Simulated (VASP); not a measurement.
Wanted: the native input for a VASP 6.6.1 run.

* Task: single point
* Functional: PBE
* Potentials or basis: VASP PAW PBE potentials, release 64 (Ca_sv, F)
* Cutoff: 600 eV
* k mesh: 6 × 6 × 6
* Occupations: gaussian, width 0.01 eV
* Spin: no spin polarisation
* Dipole correction: no
* Further INCAR settings: ALGO = Normal; EDIFF = 1e-06; NBANDS = 19

The structure of CaF2 (Fluorite) lies in POSCAR:

```
CaF2
1.0
    0.0000000000      2.7195928860      2.7195928860
    2.7195928860      0.0000000000      2.7195928860
    2.7195928860      2.7195928860      0.0000000000
Ca F
1 2
Direct
    0.0000000000      0.0000000000      0.0000000000
    0.2500000000      0.2500000000      0.2500000000
    0.7500000000      0.7500000000      0.7500000000
```

The input as run:

INCAR

```
SYSTEM = CaF2
ALGO     = Normal         ! electronic algorithm
EDIFF    = 1E-6           ! SCF threshold, eV
ENCUT    = 600            ! plane-wave cutoff, eV
GGA      = PE             ! functional
GGA_COMPAT= .FALSE.      
ISIF     = 2              ! what is computed and relaxed
ISMEAR   = 0              ! smearing method
LASPH    = .TRUE.         ! aspherical terms in the spheres
LCHARG   = .TRUE.         ! write CHGCAR
LELF     = .TRUE.         ! ELF
LREAL    = .FALSE.        ! projectors in reciprocal space
LVHAR    = .TRUE.       
LWAVE    = .FALSE.        ! write WAVECAR
NBANDS   = 19             ! bands
NELM     = 120            ! most SCF steps
PREC     = Accurate       ! precision mode
SIGMA    = 0.01           ! smearing width, eV
```

KPOINTS

```
k-points
0
G
  6 6 6
  0 0 0
```

Potentials or basis: VASP PAW PBE potentials, release 64 (Ca_sv, F).

Command:

```bash
$ cat potpaw_PBE.64/Ca_sv/POTCAR potpaw_PBE.64/F/POTCAR > POTCAR
$ mpirun -np 1 vasp_std > vasp.out
```

Results of the run:

```json
{
 "Pressure": "3.6 GPa",
 "Band gap on the k mesh": "7.36 eV, indirect (least direct gap 7.61 eV)"
}
```

It took 26 s on 1 thread of Intel Xeon 8259CL, with other jobs on the host, peak memory 0.18 GiB.
